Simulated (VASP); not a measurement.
# As in VASP: notebook, part 2 of 2

VASP 6.6.1. The steps go on from the part before.

## 6. Single point, PBE

INCAR

```
SYSTEM = As
ALGO = Normal
DIPOL = 0.5 0.5 0.500
EDIFF = 1E-6
ENCUT = 520
GGA = PE
IDIPOL = 3
ISIF = 2
ISMEAR = 0
LASPH = .TRUE.
LCHARG = .FALSE.
LDIPOL = .TRUE.
LREAL = .FALSE.
LWAVE = .FALSE.
NBANDS = 12
NELM = 80
PREC = Accurate
SIGMA = 0.02
```

KPOINTS

```
k-points
0
G
  9 9 1
  0 0 0
```

POSCAR

```
As
1.0
    3.5550000000      0.0000000000      0.0000000000
   -1.7775000000      3.0787203105      0.0000000000
    0.0000000000      0.0000000000     28.0000000000
As
2
Direct
    0.3333333333      0.6666666667      0.5159642857
    0.6666666667      0.3333333333      0.4840357143
```

Potentials or basis: VASP PAW PBE potentials, release 64 (As).

Run with:

```console
> cat potpaw_PBE.64/As/POTCAR > POTCAR
> mpirun -np 1 vasp_std > vasp.out
```

OUTCAR:

```text
SYSTEM = As
   EDIFF = 1E-6
   ENCUT = 520
   GGA = PE
   ISIF = 2
   ISMEAR = 0
   LASPH = .TRUE.
   LREAL = .FALSE.
   NELM = 80
   PREC = Accurate

 ion  position               nearest neighbor table
   1  0.333  0.667  0.516-   2 2.24   2 2.24   2 2.24
   2  0.667  0.333  0.484-   1 2.24   1 2.24   1 2.24

  LATTYP: Found a hexagonal cell.
 ALAT       =     3.5550000000
 C/A-ratio  =     7.8762306610

  Lattice vectors:

 A1 = (   3.5550000000,   0.0000000000,   0.0000000000)
 A2 = (  -1.7775000000,   3.0787203105,   0.0000000000)
 A3 = (   0.0000000000,   0.0000000000,  28.0000000000)

Analysis of symmetry for initial positions (statically):
=====================================================================
 Subroutine PRICEL returns:
 Original cell was already a primitive cell.

 Routine SETGRP: Setting up the symmetry group for a
 hexagonal supercell.

 Subroutine GETGRP returns: Found 12 space group operations
 (whereof 12 operations were pure point group operations)
 out of a pool of 24 trial point group operations.

The static configuration has the point symmetry D_3d.

Analysis of symmetry for dynamics (positions and initial velocities):
=====================================================================
 Subroutine PRICEL returns:
 Original cell was already a primitive cell.

 Routine SETGRP: Setting up the symmetry group for a
 hexagonal supercell.

 Subroutine GETGRP returns: Found 12 space group operations
 (whereof 12 operations were pure point group operations)
 out of a pool of 24 trial point group operations.

The dynamic configuration has the point symmetry D_3d.

 Subroutine INISYM returns: Found 12 space group operations
 (whereof 12 operations are pure point group operations),
 and found     1 'primitive' translations

----------------------------------------------------------------------------------------

                                     Primitive cell

  volume of cell :     306.4558

  direct lattice vectors                    reciprocal lattice vectors
     3.555000000  0.000000000  0.000000000     0.281293952  0.162405139  0.000000000
    -1.777500000  3.078720311  0.000000000     0.000000000  0.324810278  0.000000000
     0.000000000  0.000000000 28.000000000     0.000000000  0.000000000  0.035714286

  length of vectors
     3.555000000  3.555000000 28.000000000     0.324810278  0.324810278  0.035714286

  position of ions in fractional coordinates (direct lattice)
     0.333333333  0.666666667  0.515964286
     0.666666667  0.333333333  0.484035714

  ion indices of the primitive-cell ions
   primitive index   ion index
                 1           1
                 2           2

----------------------------------------------------------------------------------------

 KPOINTS: k-points

Automatic generation of k-mesh.
 Grid dimensions read from file:
 generate k-points for:    9    9    1

 Generating k-lattice:

  Cartesian coordinates                     Fractional coordinates (reciprocal lattice)
     0.031254884  0.018045015  0.000000000     0.111111111  0.000000000  0.000000000
     0.000000000  0.036090031  0.000000000     0.000000000  0.111111111  0.000000000
     0.000000000  0.000000000  0.035714286     0.000000000  0.000000000  1.000000000

  Length of vectors
     0.036090031  0.036090031  0.035714286

[... 29 lines left out ...]
   NGXF,Y,Z  is equivalent  to a cutoff of  26.19, 26.19, 24.94 a.u.
 SYSTEM =  As
   PREC   = accura    normal or accurate (medium, high low for compatibility)
   ISTART =      0    job   : 0-new  1-cont  2-samecut
   ICHARG =      2    charge: 1-file 2-atom 10-const
   ISPIN  =      1    spin polarized calculation?
   LNONCOLLINEAR =      F non collinear calculations
   LSORBIT =      F    spin-orbit coupling
   LASPH  =      T    aspherical Exc in radial PAW
   ENCUT  =  520.0 eV  38.22 Ry    6.18 a.u.   6.61  6.61 52.06*2*pi/ulx,y,z
   NELM   =     80;   NELMIN=  2; NELMDL= -5     # of ELM steps
   EDIFF  = 0.1E-05   stopping-criterion for ELM
   LREAL  =      F    real-space projection
   EDIFFG = 0.1E-04   stopping-criterion for IOM
   NSW    =      0    number of steps for IOM
   IBRION =     -1    ionic relax: 0-MD 1-quasi-New 2-CG
   NFREE  =      0    steps in history (QN), initial steepest desc. (CG)
   ISIF   =      2    stress and relaxation
   ISYM   =      2    0-nonsym 1-usesym 2-fastsym
   POTIM  = 0.5000    time-step for ionic-motion
   TEBEG  =    0.0;   TEEND  =   0.0 temperature during run
   PSTRESS=    0.0 pullay stress
   NELECT =      10.0000    total number of electrons
   NUPDOWN=      -1.0000    fix difference up-down
   EMIN   =  10.00;   EMAX   =-10.00  energy-range for DOS
   EFERMI =   0.00;   METHOD = LEGACY
   ISMEAR =     0;   SIGMA  =   0.02  broadening in eV -4-tet -1-fermi 0-gaus
   EFERMI_NEDOS =   21; number of points for ismear=-14 and -15
   IALGO  =     38    algorithm
   IMIX   =      4    mixing-type and parameters
     AMIX     =   0.40;   BMIX     =  1.00
     AMIX_MAG =   1.60;   BMIX_MAG =  1.00
  volume/ion in A,a.u.               =     153.23      1034.03
  Fermi-wavevector in a.u.,A,eV,Ry     =   0.523141  0.988593  3.723597  0.273677
  Thomas-Fermi vector in A             =   1.542280
   LORBIT       =      0    0 simple, 1 ext, 2 COOP (PROOUT), +10 PAW based schemes
   GGA     = PE    functional components
   LHFCALC =     F    Hartree Fock is set to
   AEXX    =    0.0000 exact exchange contribution
   IVDW    =     0    specifies the selected vdW correction
   LEPSILON=     F    determine dielectric tensor
   LRPA    =     F    only Hartree local field effects (RPA)
 non-spin polarized calculation
 Gauss-broadening in eV      SIGMA  =   0.02
  energy-cutoff  :      520.00
  volume of cell :      306.46
 maximum number of plane-waves:      8361
 NGX is ok and might be reduce to    28
   NGX = 13   NGY = 13   NGZ =105

 dipolmoment           0.000000      0.000000      0.000000 electrons x Angstroem

 number of electron      10.0000001 magnetization

 dipolmoment           0.000000      0.000000     -0.000000 electrons x Angstroem

 Free energy of the ion-electron system (eV)
  ---------------------------------------------------
  ext. energy  EPLUGINS =         0.00000000
  ---------------------------------------------------
  free energy    TOTEN  =        -7.49089358 eV

  energy without entropy =       -7.48928065  energy(sigma->0) =       -7.49008712

 E-fermi :  -3.1716     XC(G=0):  -1.8157

 val. band max:       -3.2088204682   @ k =   0.0000   0.0000   0.0000
 cond. band min:      -3.1712008291   @ k =   0.1111   0.1111   0.0000
 fundamental gap:      0.0376196391
 Fermi energy:        -3.1716391734

 k-point     1 :       0.0000    0.0000    0.0000
  band No.  band energies     occupation
      1     -19.7049      2.00000
      2     -10.1170      2.00000
      3      -6.1871      2.00000
      4      -6.1871      2.00000
      5      -3.6949      2.00000
      6      -3.2088      1.99144
      7      -1.1539      0.00000
      8      -1.1539      0.00000
      9       0.8393      0.00000
     10       1.2240      0.00000
     11       1.5608      0.00000
     12       1.7592      0.00000
[... 151 lines left out ...]
 k-point    12 :       0.3333    0.3333    0.0000
  band No.  band energies     occupation
      1     -15.6939      2.00000
      2     -15.6939      2.00000
      3     -10.5676      2.00000
      4      -5.7937      2.00000
      5      -5.7937      2.00000
      6      -0.8071      0.00000
      7       2.2031      0.00000
      8       2.2031      0.00000
      9       3.4354      0.00000
     10       3.6503      0.00000
     11       3.6503      0.00000
     12       5.2578      0.00000

------------------------ aborting loop because EDIFF is reached ----------------------------------------

 vacuum level on the upper side and lower side of the slab       (xc-potential included)        -0.007        -0.007

  FORCE on cell =-STRESS in cart. coord.  units (eV):
  Direction    XX          YY          ZZ          XY          YZ          ZX
  --------------------------------------------------------------------------------------
  -------------------------------------------------------------------------------------
  Total        8.3350416      8.3350416      5.1663707     -0.0000000      0.0000000      0.0000000
  in kB       43.5763132     43.5763132     27.0102296     -0.0000000      0.0000000      0.0000000
  external PRESSURE =      38.0542853 kB  Pullay stress =       0.0000000 kB

 VOLUME and BASIS-vectors are now :
 -----------------------------------------------------------------------------
  energy-cutoff  :      520.00
  volume of cell :      306.46
      direct lattice vectors                 reciprocal lattice vectors
     3.555000000  0.000000000  0.000000000     0.281293952  0.162405139  0.000000000
    -1.777500000  3.078720311  0.000000000     0.000000000  0.324810278  0.000000000
     0.000000000  0.000000000 28.000000000     0.000000000  0.000000000  0.035714286

 POSITION                                       TOTAL-FORCE (eV/Angst)
 -----------------------------------------------------------------------------------
     -0.00000      2.05248     14.44700        -0.000000      0.000000      5.781316
      1.77750      1.02624     13.55300         0.000000     -0.000000     -5.781316
 -----------------------------------------------------------------------------------
    total drift:                               -0.000000      0.000000      0.000000

  FREE ENERGIE OF THE ION-ELECTRON SYSTEM (eV)
  ---------------------------------------------------
  free  energy   TOTEN  =        -7.4908935833 eV

  energy  without entropy=       -7.4892806529  energy(sigma->0) =       -7.49008712

 vacuum level on the upper side and lower side of the slab         1.414         1.414
```

OSZICAR:

```text
N       E                     dE             d eps       ncg     rms          rms(c)
DAV:   1     0.717735639591E+02    0.71774E+02   -0.27386E+03   288   0.527E+02
DAV:   2    -0.844251625190E+00   -0.72618E+02   -0.62022E+02   476   0.859E+01
DAV:   3    -0.753255753865E+01   -0.66883E+01   -0.64802E+01   368   0.377E+01
[... 11 lines left out ...]
DAV:  15    -0.749088106705E+01   -0.15270E-04   -0.87507E-07   364   0.361E-03    0.622E-04
DAV:  16    -0.749088589306E+01   -0.48260E-05   -0.14788E-07   368   0.155E-03    0.539E-04
DAV:  17    -0.749089092358E+01   -0.50305E-05   -0.21037E-07   352   0.871E-04    0.269E-04
DAV:  18    -0.749089295954E+01   -0.20360E-05   -0.87431E-08   364   0.608E-04    0.142E-04
DAV:  19    -0.749089358332E+01   -0.62378E-06   -0.76351E-09   296   0.201E-04
   1 F= -.74908936E+01 E0= -.74900871E+01  d E =-.161293E-02
```

stdout:

```text
POSCAR found type information on POSCAR As
 POSCAR found :  1 types and       2 ions
 scaLAPACK will be used
 LDA part: xc-table for (Slater+PW92), standard interpolation
 POSCAR, INCAR and KPOINTS ok, starting setup
 FFT: planning ... GRIDC
 FFT: planning ... GRID_SOFT
 FFT: planning ... GRID
 WAVECAR not read
 entering main loop
```

Run time: 54 s. Hardware: 1 thread of Intel Xeon Platinum 8375C at 2.90GHz (Ice Lake), shared host; peak memory 0.39 GiB.

What came out:

```
Free energy            : -7.4909 eV
Largest force          : 5.781 eV/Å
Band gap on the k mesh : zero (band 5 reaches -3.17 eV, above the bottom of band 6 at -3.35 eV)
```

Forces in eV/Å, atoms in the order of the input:
```
As   0.000  0.000  5.781
As   0.000  0.000 -5.781
```

Levels at points of the mesh, in eV from the Fermi level:
```csv
k point,band 2,band 3,band 4,band 5,band 6,band 7,band 8,band 9
"(0.00, 0.00, 0.00)",-6.95,-3.02,-3.02,-0.52,-0.04,2.02,2.02,4.01
```
